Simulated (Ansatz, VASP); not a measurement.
## Si4O7 in VASP and in Ansatz

Contents of INCAR:

```
SYSTEM = Si4O7
ALGO     = Normal         ! electronic algorithm
EDIFF    = 1E-7           ! SCF threshold, eV
ENCUT    = 520            ! plane-wave cutoff, eV
GGA      = CA             ! functional
ISIF     = 2              ! what is computed and relaxed
ISMEAR   = 0              ! smearing method
LASPH    = .TRUE.         ! aspherical terms in the spheres
LCHARG   = .TRUE.         ! write CHGCAR
LELF     = .TRUE.         ! ELF
LREAL    = .FALSE.        ! projectors in reciprocal space
LVHAR    = .TRUE.       
LWAVE    = .FALSE.        ! write WAVECAR
NBANDS   = 40             ! bands
NELM     = 80             ! most SCF steps
PREC     = Accurate       ! precision mode
SIGMA    = 0.05           ! smearing width, eV
```

Contents of KPOINTS:

```
k-points
0
G
  6 6 6
  0 0 0
```

Contents of POSCAR:

```
Si4O7
1.0
    0.0000000000      4.1548619959     -2.6614337333
    0.0000000000     -4.1548619959     -2.6614337333
   -4.1548619959      0.0000000000      2.6614337333
Si O
4 7
Direct
    0.2500000000      0.7500000000      0.5000000000
    0.7500000000      0.2500000000      0.5000000000
    0.0000000000      0.0000000000      1.0000000000
    0.5000000000      0.5000000000      1.0000000000
    1.0000000000      0.3055647994      0.3055647994
    0.5555647994      0.7500000000      0.8055647994
    0.0555647994      0.2500000000      0.8055647994
    0.0000000000      0.6944352006      0.6944352006
    0.4149061050      0.1944352006      0.6093413056
    0.9444352006      0.7500000000      0.1944352006
    0.4444352006      0.2500000000      0.1944352006
```

Input for Ansatz:

```yaml
crystal:
  lattice:
    - [0.0, 4.1548619959, -2.6614337333]
    - [0.0, -4.1548619959, -2.6614337333]
    - [-4.1548619959, 0.0, 2.6614337333]
  atoms:
    - { symbol: Si, position: [0.25, 0.75, 0.5] }
    - { symbol: Si, position: [0.75, 0.25, 0.5] }
    - { symbol: Si, position: [0.0, 0.0, 1.0] }
    - { symbol: Si, position: [0.5, 0.5, 1.0] }
    - { symbol: O, position: [1.0, 0.3055647994, 0.3055647994] }
    - { symbol: O, position: [0.5555647994, 0.75, 0.8055647994] }
    - { symbol: O, position: [0.0555647994, 0.25, 0.8055647994] }
    - { symbol: O, position: [0.0, 0.6944352006, 0.6944352006] }
    - { symbol: O, position: [0.414906105, 0.1944352006, 0.6093413056] }
    - { symbol: O, position: [0.9444352006, 0.75, 0.1944352006] }
    - { symbol: O, position: [0.4444352006, 0.25, 0.1944352006] }
basis:
  ecutwfc: 420
kpoints:
  mp_grid: { grid: [6, 6, 6] }
hamiltonian:
  xc: lda
  pseudopotentials: { kind: paw, azcp: { folder: soft_1 } }
scf:
  occupations: { method: gaussian, width: 0.05 }
output:
  forces: true
  stress: true
  eigenvalues: true
  write_density: true
  write_potential: true
  elf: true
  volumetric_format: npy
```

Change from the starting cell: O vacancy; atom 9 moved 0.000 of the way to it and -0.500 Å across, host rigid.

Alike in both runs: task single point; functional LDA; k mesh 6 × 6 × 6; occupations gaussian, width 0.05 eV; no spin polarisation.

|  | VASP | Ansatz |
| --- | --- | --- |
| version | VASP 6.6.1 | Ansatz 0.2.0 |
| potentials or method | VASP PAW LDA potentials, release 64 (Si, O), cutoff 520 eV | scalar-relativistic, plane waves, PAW |
| valence electrons in the cell | 58 | 58 |

Ansatz gave:

- gap on the k mesh at the Fermi level (eV): 1.95
- least direct gap on the mesh (eV): 2.28
- pressure (GPa): -0.7
- traceless stress, the component that is largest in VASP (GPa): 3.77
- rms of the force components (eV/Å): 1.350

Q: What did VASP give for the same quantities?

A: gap on the k mesh at the Fermi level (eV): 1.95; least direct gap on the mesh (eV): 2.28; pressure (GPa): 0.3; traceless stress, the component that is largest in VASP (GPa): 3.49; rms of the force components (eV/Å): 1.354.

Ansatz warns that its potentials were made for another functional, while VASP's fit it. LDA's correlation is that of Perdew and Zunger in VASP and of Perdew and Wang (1992) in Ansatz. Atom by atom the forces differ by 0.022 eV/Å (rms over components).
